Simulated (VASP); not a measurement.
# I (Im-3m) in VASP: notebook, part 2 of 2

VASP 6.6.1. The steps go on from the part before.

### Step 3. Relaxation of cell and atoms, PBEsol, target pressure 20 GPa, at which the enthalpy is minimised

The input, INCAR:

```
SYSTEM = I
PREC = Accurate ; ENCUT = 500
EDIFF = 1E-7 ; ISMEAR = -1
SIGMA = 0.05 ; LREAL = .False.
LASPH = .True. ; NELM = 120
ALGO = Normal ; ISIF = 3
LWAVE = .False. ; LCHARG = .False.
GGA = PS ; IBRION = 2
NSW = 80 ; EDIFFG = -0.01
PSTRESS = 200.0 ; GGA_COMPAT = .False.
NELMIN = 4
```

The input, KPOINTS:

```
regular mesh
0
Gamma
  9 9 9
  0 0 0
```

The input, POSCAR:

```
I
1.0
   -2.0150000000      2.0150000000      2.0150000000
    2.0150000000     -2.0150000000      2.0150000000
    2.0150000000      2.0150000000     -2.0150000000
I
1
Direct
    0.0000000000      0.0000000000      0.0000000000
```

Potentials or basis: VASP PAW PBE potentials, release 64 (I).

Started as:

```sh
> cat potpaw_PBE.64/I/POTCAR > POTCAR
> mpirun -np 1 vasp_std > vasp.out
```

OUTCAR:

```text
SYSTEM = I
   PREC = Accurate
   ENCUT = 500
   EDIFF = 1E-7
   ISMEAR = -1
   LREAL = .False.
   LASPH = .True.
   NELM = 120
   ISIF = 3
   GGA = PS
   IBRION = 2
   NSW = 80
   EDIFFG = -0.01
   PSTRESS = 200.0
   NELMIN = 4

 ion  position               nearest neighbor table
   1  0.000  0.000  0.000-

  LATTYP: Found a body centered cubic cell.
 ALAT       =     4.0300000000

  Lattice vectors:

 A1 = (  -2.0150000000,   2.0150000000,   2.0150000000)
 A2 = (   2.0150000000,  -2.0150000000,   2.0150000000)
 A3 = (   2.0150000000,   2.0150000000,  -2.0150000000)

Analysis of symmetry for initial positions (statically):
=====================================================================
 Subroutine PRICEL returns:
 Original cell was already a primitive cell.

 Routine SETGRP: Setting up the symmetry group for a
 body centered cubic supercell.

 Subroutine GETGRP returns: Found 48 space group operations
 (whereof 48 operations were pure point group operations)
 out of a pool of 48 trial point group operations.

The static configuration has the point symmetry O_h .

[... 123 lines left out ...]
   EMIN   =  10.00;   EMAX   =-10.00  energy-range for DOS
   EFERMI =   0.00;   METHOD = LEGACY
   ISMEAR =    -1;   SIGMA  =   0.05  broadening in eV -4-tet -1-fermi 0-gaus
   EFERMI_NEDOS =   21; number of points for ismear=-14 and -15
   IALGO  =     38    algorithm
   IMIX   =      4    mixing-type and parameters
     AMIX     =   0.40;   BMIX     =  1.00
     AMIX_MAG =   1.60;   BMIX_MAG =  1.00
  volume/ion in A,a.u.               =      32.73       220.84
  Fermi-wavevector in a.u.,A,eV,Ry     =   0.979067  1.850169 13.042169  0.958572
  Thomas-Fermi vector in A             =   2.109892
   LORBIT       =      0    0 simple, 1 ext, 2 COOP (PROOUT), +10 PAW based schemes
   GGA     = PS    functional components
   LHFCALC =     F    Hartree Fock is set to
   AEXX    =    0.0000 exact exchange contribution
   IVDW    =     0    specifies the selected vdW correction
   LEPSILON=     F    determine dielectric tensor
   LRPA    =     F    only Hartree local field effects (RPA)
 conjugate gradient relaxation of ions
 non-spin polarized calculation
  energy-cutoff  :      500.00
  volume of cell :       32.73
 maximum number of plane-waves:       845
 NGX is ok and might be reduce to    28
   NGX = 13   NGY = 13   NGZ = 13

--------------------------------------- Ionic step        1  -------------------------------------------

 number of electron       6.9999999 magnetization

 Free energy of the ion-electron system (eV)
  ---------------------------------------------------
  ext. energy  EPLUGINS =         0.00000000
  ---------------------------------------------------
  free energy    TOTEN  =        -1.37145273 eV

  energy without entropy =       -1.35347156  energy(sigma->0) =       -1.36246214

 E-fermi :   5.3702     XC(G=0):  -9.5776

 val. band max:        5.3506505711   @ k =  -0.4444   0.4444   0.1111
 cond. band min:       5.3806080860   @ k =   0.1111   0.0000   0.0000
 fundamental gap:      0.0299575149
 Fermi energy:         5.3702340322
[... 636 lines left out ...]
--------------------------------------- Ionic step        5  -------------------------------------------

 number of electron       7.0000000 magnetization

 Free energy of the ion-electron system (eV)
  ---------------------------------------------------
  ext. energy  EPLUGINS =         0.00000000
  ---------------------------------------------------
  free energy    TOTEN  =        -0.98219058 eV

  energy without entropy =       -0.97063519  energy(sigma->0) =       -0.97641289

 E-fermi :   9.8437     XC(G=0): -10.9016

 val. band max:        9.7898210300   @ k =  -0.2222   0.3333   0.1111
 cond. band min:       9.9046963338   @ k =  -0.3333  -0.4444   0.1111
 fundamental gap:      0.1148753038
 Fermi energy:         9.8436849351
[... 272 lines left out ...]
  energy  without entropy=       -0.9706351916  energy(sigma->0) =       -0.97641289

  enthalpy is  TOTEN    =         2.0869943511 eV   P V=        3.0691849348

 reached required accuracy - stopping structural energy minimisation
```

Run time: 17 s. Hardware: 1 thread of Intel Xeon 6975P-C (Granite Rapids), shared host; peak memory 0.17 GiB.

What came out:

```yaml
Free_energy: -0.9822 eV
Relaxed_volume: 24.59 Å³/atom
Relaxed_cell: a = 3.173 Å, b = 3.173 Å, c = 3.173 Å, α = 109.47°, β = 109.47°, γ = 109.47°
Space_group_after_relaxing_to_0.1_Å: Im-3m (No. 229)
Energy_change_on_relaxing_the_run_minimises_the_enthalpy: +389.3 meV/atom
Ionic_steps: 5
Pressure_after_relaxing: 20.0 GPa
Band_gap_on_the_k_mesh: zero (an odd number of electrons rules out a gap without spin polarisation)
```

The path:
```
step  energy change (eV)  largest force (eV/Å)  pressure (GPa)  volume (Å³)
   1              0.0000                0.0000            0.23        32.73
   2              2.8161                0.0000          104.77        17.09
   3              0.3097                0.0000           16.90        25.28
   4              0.3627                0.0000           18.98        24.81
   5              0.3893                0.0000           20.01        24.59
```

Final structure:
```yaml
crystal:
  lattice:
    - [-1.83181, 1.83181, 1.83181]
    - [1.83181, -1.83181, 1.83181]
    - [1.83181, 1.83181, -1.83181]
  atoms:
    - { symbol: I, position: [0.00000, 0.00000, 0.00000] }
```

Caveat: the cell is relaxed towards a set pressure, so the run minimises the enthalpy, not the energy; the volume moved by over 15 % at a fixed basis, so the end points are rough; the PAW data sets were made with another functional, which shifts forces and pressure a little; spin-orbit coupling is left out, which moves the levels of the heavy elements; an odd number of electrons without spin polarisation forces a metal; a magnetic or distorted state may lie lower.

### Step 4. Relaxation of cell and atoms, PBEsol, target pressure 30 GPa, at which the enthalpy is minimised

The input, INCAR:

```
PREC = Accurate ; ENCUT = 500
EDIFF = 1E-7 ; ISMEAR = -1
SIGMA = 0.05 ; LREAL = F
LASPH = T ; NELM = 120
ALGO = Normal ; ISIF = 3
LWAVE = F ; LCHARG = F
GGA = PS ; IBRION = 2
NSW = 80 ; EDIFFG = -0.01
PSTRESS = 300.0 ; GGA_COMPAT = F
NELMIN = 4
```

The input, KPOINTS:

```
Automatic mesh
0
Gamma
  9 9 9
```

POSCAR is that of step 3.

Started as:

```sh
> cat potpaw_PBE.64/I/POTCAR > POTCAR
> mpirun -np 1 vasp_std > vasp.out
```

Wall time 46 s (1 thread of Intel Xeon 6975P-C (Granite Rapids), shared host); peak memory 0.17 GiB.

The run converged. Its results:

```
Free energy                                                : -0.7133 eV
Relaxed volume                                             : 22.84 Å³/atom
Relaxed cell                                               : a = 3.096 Å, b = 3.096 Å, c = 3.096 Å, α = 109.47°, β = 109.47°, γ = 109.47°
Space group after relaxing (to 0.1 Å)                      : Im-3m (No. 229)
Energy change on relaxing (the run minimises the enthalpy) : +658.2 meV/atom
Ionic steps                                                : 17
Pressure after relaxing                                    : 30.0 GPa
Band gap on the k mesh                                     : zero (an odd number of electrons rules out a gap without spin polarisation)
```

The path:
| step | energy change (eV) | largest force (eV/Å) | pressure (GPa) | volume (Å³) |
| --- | --- | --- | --- | --- |
| 1 | 0.0000 | 0.0000 | 0.23 | 32.73 |
| 2 | 10.3168 | 0.0000 | 409.56 | 11.55 |
| 3 | 0.4018 | 0.0000 | 20.49 | 24.49 |
| 4 | 0.5162 | 0.0000 | 24.81 | 23.68 |
| 5 | 0.6641 | 0.0000 | 30.21 | 22.81 |
| 6 | 0.6316 | 0.0000 | 29.04 | 22.99 |
| 7 | 0.6333 | 0.0000 | 29.10 | 22.98 |
| 8 | 0.6383 | 0.0000 | 29.28 | 22.95 |
| 9 | 0.6383 | 0.0000 | 29.28 | 22.95 |
| 10 | 0.6386 | 0.0000 | 29.29 | 22.95 |
| 11 | 0.6391 | 0.0000 | 29.31 | 22.95 |
| 12 | 0.6400 | 0.0000 | 29.34 | 22.94 |
| 13 | 0.6420 | 0.0000 | 29.41 | 22.93 |
| 14 | 0.6459 | 0.0000 | 29.55 | 22.91 |
| 15 | 0.6537 | 0.0000 | 29.84 | 22.87 |
| 16 | 0.6696 | 0.0000 | 30.41 | 22.78 |
| 17 | 0.6582 | 0.0000 | 30.00 | 22.84 |

Final structure:
```
I
1.0
    -1.78746    1.78746    1.78746
     1.78746   -1.78746    1.78746
     1.78746    1.78746   -1.78746
I
1
Cartesian
  0.0000 0.0000 0.0000
```

Levels at points of the mesh, in eV from the Fermi level:
| k point | band 2 | band 3 | band 4 | band 5 | band 6 | band 7 |
| --- | --- | --- | --- | --- | --- | --- |
| (0.00, 0.00, 0.00) | 2.07 | 2.07 | 2.07 | 9.73 | 9.73 | 9.73 |

Caveat: the cell is relaxed towards a set pressure, so the run minimises the enthalpy, not the energy; the volume moved by over 15 % at a fixed basis, so the end points are rough; the PAW data sets were made with another functional, which shifts forces and pressure a little; spin-orbit coupling is left out, which moves the levels of the heavy elements; an odd number of electrons without spin polarisation forces a metal; a magnetic or distorted state may lie lower.

### Step 5. Overview

```tsv
cell	gap on the mesh (eV)	pressure (GPa)
relaxed to 10 GPa	none	10.0
relaxed to 20 GPa	none	20.0
relaxed to 30 GPa	none	30.0
```

Alike in all rows: task relaxation of cell and atoms; level PBEsol; potentials or basis VASP PAW PBE potentials, release 64 (I); no spin polarisation; k mesh 9 × 9 × 9; cutoff (eV) 500; smearing fermi-dirac 0.05 eV.

Caveats: the cell is relaxed towards a set pressure, so the run minimises the enthalpy, not the energy; the volume moved by over 15 % at a fixed basis, so the end points are rough; the PAW data sets were made with another functional, which shifts forces and pressure a little; spin-orbit coupling is left out, which moves the levels of the heavy elements; an odd number of electrons without spin polarisation forces a metal; a magnetic or distorted state may lie lower.

Absolute energies hang on the potentials; compare differences alone.
